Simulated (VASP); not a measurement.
# TiH2 (I4/mmm) in VASP: notebook

Runs on TiH2. Level: PBEsol. Tasks: single point, relaxation of cell and atoms.

All numbers are computed with VASP 6.6.1; they aren't measurements. Logs are shortened: lines on timing, memory, paths and dates and some standing lists are left out, and cuts for length are marked.

### Step 1. The cell of the first run

The structure is tetragonal, space group I4/mmm (No. 139). Conventional cell: a = 3.176 Å, b = 3.176 Å, c = 4.139 Å, α = 90.00°, β = 90.00°, γ = 90.00°. Within 2.5 Å of Ti (site symmetry 4/mmm) lie 8 H at 1.90 Å. H (site symmetry -4m2) has 4 Ti at 1.90 Å and 6 H at 2.07 to 2.25 Å within 2.5 Å.

### Step 2. Single point, PBEsol

Contents of INCAR:

```
PREC = Accurate ; ENCUT = 520
EDIFF = 1E-7 ; ISMEAR = 0
SIGMA = 0.1 ; LREAL = F
LASPH = T ; NELM = 100
ALGO = Normal ; ISIF = 2
LWAVE = F ; LCHARG = T
GGA = PS ; LELF = T
LVHAR = T ; NBANDS = 14
```

Contents of KPOINTS:

```
regular mesh
0
Gamma
  18 18 18
```

Contents of POSCAR:

```
TiH2
1.0
   -1.5880572601      1.5880572601      2.0697219990
    1.5880572601     -1.5880572601      2.0697219990
    1.5880572601      1.5880572601     -2.0697219990
Ti H
1 2
Direct
    0.0000000000      0.0000000000      0.0000000000
    0.7500000000      0.2500000000      0.5000000000
    0.2500000000      0.7500000000      0.5000000000
```

Potentials or basis: VASP PAW PBE potentials, release 64 (Ti_sv, H).

Launch:

```console
> cat potpaw_PBE.64/Ti_sv/POTCAR potpaw_PBE.64/H/POTCAR > POTCAR
> mpirun -np 1 vasp_std > vasp.out
```

OUTCAR:

```text
PREC = Accurate
   ENCUT = 520
   EDIFF = 1E-7
   ISMEAR = 0
   LREAL = F
   LASPH = T
   NELM = 100
   ISIF = 2
   GGA = PS

 ion  position               nearest neighbor table
   1  0.000  0.000  0.000-   2 1.90   3 1.90   2 1.90   3 1.90   2 1.90   3 1.90   2 1.90   3 1.90

   2  0.750  0.250  0.500-   1 1.90   1 1.90   1 1.90   1 1.90
   3  0.250  0.750  0.500-   1 1.90   1 1.90   1 1.90   1 1.90

  LATTYP: Found a body centered tetragonal cell.
 ALAT       =     3.1761145202
 C/A-ratio  =     1.3033043902

  Lattice vectors:

 A1 = (  -1.5880572601,   1.5880572601,   2.0697219990)
 A2 = (   1.5880572601,  -1.5880572601,   2.0697219990)
 A3 = (   1.5880572601,   1.5880572601,  -2.0697219990)

Analysis of symmetry for initial positions (statically):
=====================================================================
 Subroutine PRICEL returns:
 Original cell was already a primitive cell.

 Routine SETGRP: Setting up the symmetry group for a
 body centered tetragonal supercell.

 Subroutine GETGRP returns: Found 16 space group operations
 (whereof 16 operations were pure point group operations)
 out of a pool of 16 trial point group operations.

The static configuration has the point symmetry D_4h.

Analysis of symmetry for dynamics (positions and initial velocities):
=====================================================================
 Subroutine PRICEL returns:
 Original cell was already a primitive cell.

 Routine SETGRP: Setting up the symmetry group for a
 body centered tetragonal supercell.

 Subroutine GETGRP returns: Found 16 space group operations
 (whereof 16 operations were pure point group operations)
 out of a pool of 16 trial point group operations.

The dynamic configuration has the point symmetry D_4h.

 Subroutine INISYM returns: Found 16 space group operations
 (whereof 16 operations are pure point group operations),
 and found     1 'primitive' translations

----------------------------------------------------------------------------------------

                                     Primitive cell

  volume of cell :      20.8787

  direct lattice vectors                    reciprocal lattice vectors
    -1.588057260  1.588057260  2.069721999     0.000000000  0.314850108  0.241578338
     1.588057260 -1.588057260  2.069721999     0.314850108  0.000000000  0.241578338
     1.588057260  1.588057260 -2.069721999     0.314850108  0.314850108  0.000000000

  length of vectors
     3.054112126  3.054112126  3.054112126     0.396850959  0.396850959  0.445265293

  position of ions in fractional coordinates (direct lattice)
     0.000000000  0.000000000  0.000000000
     0.750000000  0.250000000  0.500000000
     0.250000000  0.750000000  0.500000000

  ion indices of the primitive-cell ions
   primitive index   ion index
                 1           1
                 2           2
                 3           3

----------------------------------------------------------------------------------------

 KPOINTS: regular mesh

Automatic generation of k-mesh.
 Grid dimensions read from file:
 generate k-points for:   18   18   18

 Generating k-lattice:

  Cartesian coordinates                     Fractional coordinates (reciprocal lattice)
     0.000000000  0.017491673  0.013421019     0.055555556 -0.000000000  0.000000000
     0.017491673  0.000000000  0.013421019    -0.000000000  0.055555556  0.000000000
     0.017491673  0.017491673  0.000000000     0.000000000  0.000000000  0.055555556

  Length of vectors
     0.022047276  0.022047276  0.024736961

  Shift w.r.t. Gamma in fractional coordinates (k-lattice)
     0.000000000  0.000000000  0.000000000

 Subroutine IBZKPT returns following result:
 ===========================================

 Found    480 irreducible k-points:

 Following reciprocal coordinates:
            Coordinates               Weight
  0.000000  0.000000  0.000000      1.000000
  0.055556  0.000000 -0.000000      8.000000
  0.111111  0.000000 -0.000000      8.000000
  0.166667  0.000000  0.000000      8.000000
  0.222222  0.000000 -0.000000      8.000000
  0.277778  0.000000  0.000000      8.000000
[... 16 lines left out ...]
 -0.277778  0.055556  0.000000     16.000000
 -0.222222  0.055556  0.000000     16.000000
 [... further k-points ...]
   k-points           NKPTS =    480   k-points in BZ     NKDIM =    480   number of bands    NBANDS=     14
   number of dos      NEDOS =    301   number of ions     NIONS =      3
   total plane-waves  NPLWV =  13824
   dimension x,y,z NGX =    24 NGY =   24 NGZ =   24
   dimension x,y,z NGXF=    48 NGYF=   48 NGZF=   48
   ions per type =               1   2
   NGX,Y,Z   is equivalent  to a cutoff of  13.06, 13.06, 13.06 a.u.
   NGXF,Y,Z  is equivalent  to a cutoff of  26.13, 26.13, 26.13 a.u.
 SYSTEM =  unknown system
   PREC   = accura    normal or accurate (medium, high low for compatibility)
   ISTART =      0    job   : 0-new  1-cont  2-samecut
   ICHARG =      2    charge: 1-file 2-atom 10-const
   ISPIN  =      1    spin polarized calculation?
   LNONCOLLINEAR =      F non collinear calculations
   LSORBIT =      F    spin-orbit coupling
   LASPH  =      T    aspherical Exc in radial PAW
   ENCUT  =  520.0 eV  38.22 Ry    6.18 a.u.   5.68  5.68  5.68*2*pi/ulx,y,z
   NELM   =    100;   NELMIN=  2; NELMDL= -5     # of ELM steps
   EDIFF  = 0.1E-06   stopping-criterion for ELM
   LREAL  =      F    real-space projection
   EDIFFG = 0.1E-05   stopping-criterion for IOM
   NSW    =      0    number of steps for IOM
   IBRION =     -1    ionic relax: 0-MD 1-quasi-New 2-CG
   NFREE  =      0    steps in history (QN), initial steepest desc. (CG)
   ISIF   =      2    stress and relaxation
   ISYM   =      2    0-nonsym 1-usesym 2-fastsym
   POTIM  = 0.5000    time-step for ionic-motion
   TEBEG  =    0.0;   TEEND  =   0.0 temperature during run
   PSTRESS=    0.0 pullay stress
   NELECT =      14.0000    total number of electrons
   NUPDOWN=      -1.0000    fix difference up-down
   EMIN   =  10.00;   EMAX   =-10.00  energy-range for DOS
   EFERMI =   0.00;   METHOD = LEGACY
   ISMEAR =     0;   SIGMA  =   0.10  broadening in eV -4-tet -1-fermi 0-gaus
   EFERMI_NEDOS =   21; number of points for ismear=-14 and -15
   IALGO  =     38    algorithm
   IMIX   =      4    mixing-type and parameters
     AMIX     =   0.40;   BMIX     =  1.00
     AMIX_MAG =   1.60;   BMIX_MAG =  1.00
  volume/ion in A,a.u.               =       6.96        46.97
  Fermi-wavevector in a.u.,A,eV,Ry     =   1.432901  2.707790 27.935539  2.053204
  Thomas-Fermi vector in A             =   2.552478
   LORBIT       =      0    0 simple, 1 ext, 2 COOP (PROOUT), +10 PAW based schemes
   GGA     = PS    functional components
   LHFCALC =     F    Hartree Fock is set to
   AEXX    =    0.0000 exact exchange contribution
   IVDW    =     0    specifies the selected vdW correction
   LEPSILON=     F    determine dielectric tensor
   LRPA    =     F    only Hartree local field effects (RPA)
 non-spin polarized calculation
 Gauss-broadening in eV      SIGMA  =   0.10
  energy-cutoff  :      520.00
  volume of cell :       20.88
 maximum number of plane-waves:       588
   NGX = 11   NGY = 11   NGZ = 11

 number of electron      13.9999998 magnetization

 Free energy of the ion-electron system (eV)
  ---------------------------------------------------
  ext. energy  EPLUGINS =         0.00000000
  ---------------------------------------------------
  free energy    TOTEN  =       -16.64400040 eV

  energy without entropy =      -16.63886233  energy(sigma->0) =      -16.64143136

 E-fermi :   8.0068     XC(G=0): -11.8883

 val. band max:        8.0051519826   @ k =   0.1111   0.0556   0.0000
 cond. band min:       8.0111133984   @ k =   0.0000   0.0000   0.0000
 fundamental gap:      0.0059614158
 Fermi energy:         8.0067712572

 k-point     1 :       0.0000    0.0000    0.0000
  band No.  band energies     occupation
      1     -48.9269      2.00000
      2     -25.0899      2.00000
      3     -25.0899      2.00000
      4     -25.0619      2.00000
      5      -2.6802      2.00000
      6       7.6131      2.00000
      7       7.6131      2.00000
      8       8.0111      0.95103
      9       8.8319      0.00000
     10       9.2648      0.00000
     11       9.8498      0.00000
     12      22.6401      0.00000
     13      23.6630      0.00000
     14      23.6630      0.00000

 k-point     2 :       0.0556    0.0000   -0.0000
  band No.  band energies     occupation
      1     -48.9248      2.00000
      2     -25.1005      2.00000
      3     -25.0923      2.00000
      4     -25.0668      2.00000
      5      -2.6002      2.00000
      6       7.0859      2.00000
      7       7.6447      2.00000
      8       7.9160      1.80082
      9       9.2504      0.00000
     10       9.5426      0.00000
     11       9.8232      0.00000
     12      21.7853      0.00000
     13      23.7097      0.00000
     14      24.0754      0.00000

 k-point     3 :       0.1111    0.0000   -0.0000
  band No.  band energies     occupation
      1     -48.9188      2.00000
      2     -25.1378      2.00000
      3     -25.0993      2.00000
      4     -25.0737      2.00000
      5      -2.3656      2.00000
      6       6.1887      2.00000
      7       7.7250      1.99993
      8       7.9929      1.15530
      9       9.2248      0.00000
     10       9.7531      0.00000
     11      10.6079      0.00000
     12      20.5254      0.00000
     13      23.8276      0.00000
     14      23.9150      0.00000

 k-point     4 :       0.1667    0.0000    0.0000
  band No.  band energies     occupation
      1     -48.9096      2.00000
      2     -25.1991      2.00000
      3     -25.1099      2.00000
      4     -25.0798      2.00000
      5      -1.9917      2.00000
      6       5.3406      2.00000
      7       7.8100      1.99460
      8       8.1227      0.10126
      9       9.2404      0.00000
     10       9.6758      0.00000
     11      11.6554      0.00000
     12      19.2930      0.00000
     13      22.9695      0.00000
     14      23.9460      0.00000

 k-point     5 :       0.2222    0.0000   -0.0000
  band No.  band energies     occupation
      1     -48.8983      2.00000
      2     -25.2746      2.00000
      3     -25.1230      2.00000
      4     -25.0861      2.00000
      5      -1.5058      2.00000
      6       4.5969      2.00000
      7       7.8400      1.98167
      8       8.2451      0.00075
      9       9.3632      0.00000
     10       9.6449      0.00000
     11      12.5625      0.00000
[... 276 lines left out ...]
 k-point    22 :      -0.3333    0.0556    0.0000
  band No.  band energies     occupation
      1     -48.8778      2.00000
      2     -25.4018      2.00000
      3     -25.1478      2.00000
      4     -25.1036      2.00000
      5      -0.5315      2.00000
      6       3.6441      2.00000
      7       7.7165      1.99996
      8       8.2970      0.00004
      9       9.6373      0.00000
     10       9.9868      0.00000
     11      13.4730      0.00000
     12      16.5503      0.00000
     13      20.5653      0.00000
     14      22.4596      0.00000

 k-point    23 :      -0.2778    0.0556    0.0000
  band No.  band energies     occupation
      1     -48.8895      2.00000
      2     -25.3272      2.00000
      3     -25.1335      2.00000
      4     -25.0972      2.00000
      5      -1.0999      2.00000
      6       4.1536      2.00000
      7       7.8290      1.98808
      8       8.3045      0.00003
      9       9.3310      0.00000
     10       9.8227      0.00000
     11      13.0906      0.00000
     12      17.5015      0.00000
     13      20.9963      0.00000
     14      22.8719      0.00000

 k-point    24 :      -0.2222    0.0556    0.0000
  band No.  band energies     occupation
      1     -48.9013      2.00000
      2     -25.2507      2.00000
      3     -25.1194      2.00000
      4     -25.0899      2.00000
      5      -1.6324      2.00000
      6       4.7805      2.00000
      7       7.8836      1.91841
      8       8.2500      0.00058
      9       9.1308      0.00000
     10       9.7496      0.00000
     11      12.3617      0.00000
     12      18.5457      0.00000
     13      21.7968      0.00000
     14      23.2665      0.00000

 [... further k-points ...]
[... 5 lines left out ...]
  --------------------------------------------------------------------------------------
  -------------------------------------------------------------------------------------
  Total        0.0043107      0.0043107      0.0018896      0.0000000      0.0000000     -0.0000000
  in kB        0.3307949      0.3307949      0.1450057      0.0000000      0.0000000     -0.0000000
  external PRESSURE =       0.2688652 kB  Pullay stress =       0.0000000 kB

 VOLUME and BASIS-vectors are now :
 -----------------------------------------------------------------------------
  energy-cutoff  :      520.00
  volume of cell :       20.88
      direct lattice vectors                 reciprocal lattice vectors
    -1.588057260  1.588057260  2.069721999     0.000000000  0.314850108  0.241578338
     1.588057260 -1.588057260  2.069721999     0.314850108  0.000000000  0.241578338
     1.588057260  1.588057260 -2.069721999     0.314850108  0.314850108  0.000000000

 POSITION                                       TOTAL-FORCE (eV/Angst)
 -----------------------------------------------------------------------------------
      0.00000      0.00000      0.00000         0.000000     -0.000000      0.000000
      0.00000      1.58806      1.03486        -0.000000      0.000000      0.000000
      1.58806      0.00000      1.03486         0.000000     -0.000000     -0.000000
 -----------------------------------------------------------------------------------
    total drift:                                0.000000      0.000000      0.000000

  FREE ENERGIE OF THE ION-ELECTRON SYSTEM (eV)
  ---------------------------------------------------
  free  energy   TOTEN  =       -16.6440003956 eV

  energy  without entropy=      -16.6388623324  energy(sigma->0) =      -16.64143136
```

It took 81 s on 1 thread of Intel Xeon Platinum 8259CL at 2.50GHz (Skylake/Cascade Lake), shared host; peak memory 0.26 GiB.

Results:

| Property | Result |
| --- | --- |
| Free energy | -16.6440 eV |
| Pressure | 0.0 GPa |
| Band gap on the k mesh | zero (band 7 reaches 8.36 eV, above the bottom of band 8 at 7.66 eV) |

Levels at points of the mesh, in eV from the Fermi level:
| k point | band 4 | band 5 | band 6 | band 7 | band 8 | band 9 | band 10 | band 11 |
| --- | --- | --- | --- | --- | --- | --- | --- | --- |
| (0.00, 0.00, 0.00) | -33.07 | -10.69 | -0.39 | -0.39 | 0.00 | 0.83 | 1.26 | 1.84 |
| (0.50, 0.00, 0.00) | -33.11 | -7.40 | -5.11 | -0.48 | 0.18 | 2.26 | 2.57 | 5.07 |
| (0.50, 0.50, 0.00) | -33.20 | -5.75 | -5.52 | -3.18 | 2.29 | 2.49 | 2.76 | 7.05 |
| (0.50, 0.50, 0.50) | -33.29 | -6.52 | -4.35 | -3.08 | 2.53 | 2.57 | 2.57 | 7.08 |

Caveat: the PAW data sets were made with another functional, which shifts forces and pressure a little.

[end of part 1 of 2]
